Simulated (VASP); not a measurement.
# Mg3NiSe4 (P-3m1) in VASP: single point with r2SCAN

Aim: the single point of Mg3NiSe4 with r2SCAN.

Everything below comes from runs of VASP 6.6.1. Logs are shortened: lines on timing, memory, paths and dates and some standing lists are left out, and cuts for length are marked.

### Step 1. The cell of the first run

The structure is trigonal, space group P-3m1 (No. 164). Conventional cell: a = 3.842 Å, b = 3.842 Å, c = 12.408 Å, α = 90.00°, β = 90.00°, γ = 120.00°. Mg (site symmetry 3m) has 6 Se at 2.75 Å and 1 Ni at 2.96 Å and 1 Mg at 3.24 Å within 3.6 Å. Mg (site symmetry -3m) has 6 Se at 2.75 Å and 2 Mg at 3.24 Å within 3.6 Å. Within 3.4 Å of Ni (site symmetry -3m) lie 6 Se at 2.59 Å and 2 Mg at 2.96 Å. Se (site symmetry 3m) has 6 Mg at 2.75 Å within 3.6 Å. Within 3.5 Å of Se (site symmetry 3m) lie 3 Ni at 2.59 Å and 3 Mg at 2.75 Å and 3 Se at 3.47 Å.

### Step 2. Single point, r2SCAN, collinear spin, ferromagnetic start

Input file POSCAR:

```
Mg3NiSe4
1.0
    3.8415122562      0.0000000000      0.0000000000
   -1.9207561281      3.3268472028      0.0000000000
    0.0000000000      0.0000000000     12.4083568255
Mg Ni Se
3 1 4
Direct
    0.0000000000      0.0000000000      0.7389291447
    0.0000000000      0.0000000000      0.2610708553
    0.0000000000      0.0000000000      0.0000000000
    0.0000000000      0.0000000000      0.5000000000
    0.3333333333      0.6666666667      0.8694241383
    0.6666666667      0.3333333333      0.1305758617
    0.3333333333      0.6666666667      0.3924819633
    0.6666666667      0.3333333333      0.6075180367
```

Input file INCAR.step1:

```
SYSTEM = Mg3NiSe4
ALGO = Normal
EDIFF = 1E-5
ENCUT = 660
GGA = PE
GGA_COMPAT = .False.
ISMEAR = 0
ISPIN = 2
KPAR = 4
LASPH = .True.
LCHARG = .False.
LMAXMIX = 4
LREAL = .False.
LWAVE = .True.
MAGMOM = 0 0 0 2 0 0 0 0
NBANDS = 34
NELM = 200
PREC = Accurate
SIGMA = 0.01
```

Input file INCAR.step2:

```
SYSTEM = Mg3NiSe4
ALGO = Normal
EDIFF = 1E-6
ENCUT = 660
GGA_COMPAT = .False.
ISIF = 2
ISMEAR = 0
ISPIN = 2
ISTART = 1
KPAR = 4
LASPH = .True.
LCHARG = .False.
LMAXMIX = 4
LMIXTAU = .True.
LORBIT = 11
LREAL = .False.
LWAVE = .False.
MAGMOM = 0 0 0 2 0 0 0 0
METAGGA = R2SCAN
NBANDS = 34
NELM = 200
PREC = Accurate
SIGMA = 0.01
```

Input file KPOINTS:

```
k-points
0
Gamma
  12 12 4
  0 0 0
```

Potentials or basis: VASP PAW PBE potentials, release 64 (Mg, Ni, Se).

The run is started by

```
> cat potpaw_PBE.64/Mg/POTCAR potpaw_PBE.64/Ni/POTCAR potpaw_PBE.64/Se/POTCAR > POTCAR
> cp INCAR.step1 INCAR
> mpirun -np 4 vasp_std > vasp.out
> cp INCAR.step2 INCAR
> mpirun -np 4 vasp_std > vasp.out
```

OUTCAR:

```text
SYSTEM = Mg3NiSe4
   EDIFF = 1E-6
   ENCUT = 660
   ISIF = 2
   ISMEAR = 0
   ISPIN = 2
   ISTART = 1
   LASPH = .True.
   LORBIT = 11
   LREAL = .False.
   METAGGA = R2SCAN
   NELM = 200
   PREC = Accurate

 ion  position               nearest neighbor table
   1  0.000  0.000  0.739-   5 2.75   5 2.75   5 2.75   8 2.75   8 2.75   8 2.75   4 2.96   3 3.24

   2  0.000  0.000  0.261-   6 2.75   6 2.75   6 2.75   7 2.75   7 2.75   7 2.75   4 2.96   3 3.24

   3  0.000  0.000  0.000-   5 2.75   6 2.75   5 2.75   6 2.75   6 2.75   5 2.75   1 3.24   2 3.24

   4  0.000  0.000  0.500-   7 2.59   8 2.59   7 2.59   8 2.59   8 2.59   7 2.59   1 2.96   2 2.96

   5  0.333  0.667  0.869-   1 2.75   1 2.75   1 2.75   3 2.75   3 2.75   3 2.75
   6  0.667  0.333  0.131-   2 2.75   2 2.75   2 2.75   3 2.75   3 2.75   3 2.75
   7  0.333  0.667  0.392-   4 2.59   4 2.59   4 2.59   2 2.75   2 2.75   2 2.75
   8  0.667  0.333  0.608-   4 2.59   4 2.59   4 2.59   1 2.75   1 2.75   1 2.75

  LATTYP: Found a hexagonal cell.
 ALAT       =     3.8415122562
 C/A-ratio  =     3.2300708674

  Lattice vectors:

 A1 = (   3.8415122562,   0.0000000000,   0.0000000000)
 A2 = (  -1.9207561281,   3.3268472028,   0.0000000000)
 A3 = (   0.0000000000,   0.0000000000,  12.4083568255)

Analysis of symmetry for initial positions (statically):
=====================================================================
 Subroutine PRICEL returns:
 Original cell was already a primitive cell.

 Routine SETGRP: Setting up the symmetry group for a
 hexagonal supercell.

 Subroutine GETGRP returns: Found 12 space group operations
 (whereof 12 operations were pure point group operations)
 out of a pool of 24 trial point group operations.

The static configuration has the point symmetry D_3d.

Analysis of symmetry for dynamics (positions and initial velocities):
=====================================================================
 Subroutine PRICEL returns:
 Original cell was already a primitive cell.

 Routine SETGRP: Setting up the symmetry group for a
 hexagonal supercell.

 Subroutine GETGRP returns: Found 12 space group operations
 (whereof 12 operations were pure point group operations)
 out of a pool of 24 trial point group operations.

The dynamic configuration has the point symmetry D_3d.

Analysis of structural, dynamic, and magnetic symmetry:
=====================================================================
 Subroutine PRICEL returns:
 Original cell was already a primitive cell.

[... 162 lines left out ...]
  ---------------------------------------------------
  free energy    TOTEN  =       -90.70418615 eV

  energy without entropy =      -90.70418615  energy(sigma->0) =      -90.70418615

 E-fermi :   3.8109     XC(G=0): -10.1363

 val. band max:        3.7472235860   @ k =   0.0000   0.0000   0.5000
 cond. band min:       4.7410991092   @ k =   0.2500   0.0000   0.2500
 fundamental gap:      0.9938755232
 Fermi energy:         3.8108747194

 spin component 1

 k-point     1 :       0.0000    0.0000    0.0000
  band No.  band energies     occupation
      1     -10.4652      1.00000
      2      -9.7823      1.00000
      3      -9.6350      1.00000
      4      -9.0451      1.00000
      5      -1.9209      1.00000
      6      -0.6246      1.00000
[... 829 lines left out ...]
     31      11.1079      0.00000
     32      11.1242      0.00000

 [... further k-points ...]

 spin component 2

 k-point     1 :       0.0000    0.0000    0.0000
  band No.  band energies     occupation
      1     -10.2651      1.00000
      2      -9.7317      1.00000
      3      -9.5133      1.00000
      4      -8.8647      1.00000
      5      -1.7962      1.00000
      6       0.0320      1.00000
[... 829 lines left out ...]
     31      11.2146      0.00000
     32      11.2149      0.00000

 [... further k-points ...]

 [bands above 32 left out]

------------------------ aborting loop because EDIFF is reached ----------------------------------------

  FORCE on cell =-STRESS in cart. coord.  units (eV):
  Direction    XX          YY          ZZ          XY          YZ          ZX
  --------------------------------------------------------------------------------------
  -------------------------------------------------------------------------------------
  Total       -1.6270559     -1.6270559     -0.6407962     -0.0000000     -0.0000000      0.0000000
  in kB      -16.4385579    -16.4385579     -6.4741257     -0.0000000     -0.0000000      0.0000000
  external PRESSURE =     -13.1170805 kB  Pullay stress =       0.0000000 kB

 VOLUME and BASIS-vectors are now :
 -----------------------------------------------------------------------------
  energy-cutoff  :      660.00
  volume of cell :      158.58
      direct lattice vectors                 reciprocal lattice vectors
     3.841512256  0.000000000  0.000000000     0.260314151  0.150292445  0.000000000
    -1.920756128  3.326847203  0.000000000     0.000000000  0.300584890  0.000000000
     0.000000000  0.000000000 12.408356826     0.000000000  0.000000000  0.080590848

 POSITION                                       TOTAL-FORCE (eV/Angst)
 -----------------------------------------------------------------------------------
      0.00000      0.00000      9.16890         0.000000      0.000000      0.055983
      0.00000      0.00000      3.23946         0.000000      0.000000     -0.055983
      0.00000      0.00000      0.00000         0.000000      0.000000      0.000000
      0.00000      0.00000      6.20418         0.000000      0.000000      0.000000
     -0.00000      2.21790     10.78812        -0.000000     -0.000000      0.004030
      1.92076      1.10895      1.62023        -0.000000      0.000000     -0.004030
     -0.00000      2.21790      4.87006         0.000000      0.000000     -0.291688
      1.92076      1.10895      7.53830        -0.000000      0.000000      0.291688
 -----------------------------------------------------------------------------------
    total drift:                                0.000000     -0.000000      0.000000

  FREE ENERGIE OF THE ION-ELECTRON SYSTEM (eV)
  ---------------------------------------------------
  free  energy   TOTEN  =       -90.7041861526 eV

  energy  without entropy=      -90.7041861526  energy(sigma->0) =      -90.70418615

 total charge

# of ion       s       p       d       tot
------------------------------------------
    1        0.129   0.118   0.032   0.278
    2        0.129   0.118   0.032   0.278
    3        0.128   0.117   0.031   0.277
    4        0.351   0.363   8.206   8.920
    5        1.429   2.547   0.013   3.990
    6        1.429   2.547   0.013   3.990
    7        1.439   2.475   0.029   3.943
    8        1.439   2.475   0.029   3.943
--------------------------------------------------
tot          6.474  10.760   8.384  25.618

 magnetization (x)

# of ion       s       p       d       tot
------------------------------------------
    1        0.004   0.005   0.002   0.010
    2        0.004   0.005   0.002   0.010
    3        0.001   0.001   0.000   0.002
    4       -0.003  -0.008   1.377   1.366
    5        0.001   0.013   0.001   0.014
    6        0.001   0.013   0.001   0.014
    7        0.018   0.150   0.002   0.170
    8        0.018   0.150   0.002   0.170
--------------------------------------------------
tot          0.043   0.329   1.385   1.757
```

It took 12 min on 4 MPI ranks of AMD EPYC 9R45 (Zen 5), shared host; peak memory 1 GiB.

What came out:

```
Free energy                                           : -90.7042 eV
Pressure                                              : -1.3 GPa
Largest force                                         : 0.292 eV/Å
Band gap on the k mesh                                : 0.99 eV (least direct gap 1.12 eV)
Net moment                                            : 2.00 μB per cell
Site moments                                          : Mg +0.01, +0.00 (each value once); Ni +1.37; Se +0.01, +0.17 (each value once) μB
Valence electrons inside the program's atomic spheres : Mg 0.28; Ni 8.92; Se 3.99, 3.94 (each value once)
```

Forces in eV/Å, atoms in the order of the input:
```
Mg   0.000  0.000  0.056
Mg   0.000  0.000 -0.056
Mg   0.000  0.000  0.000
Ni   0.000  0.000  0.000
Se   0.000  0.000  0.004
Se   0.000  0.000 -0.004
Se   0.000  0.000 -0.292
Se   0.000  0.000  0.292
```

Caveat: the PAW data sets were made with another functional, which shifts forces and pressure a little; a cell with one magnetic atom can't hold antiferromagnetic order, which such compounds often take.
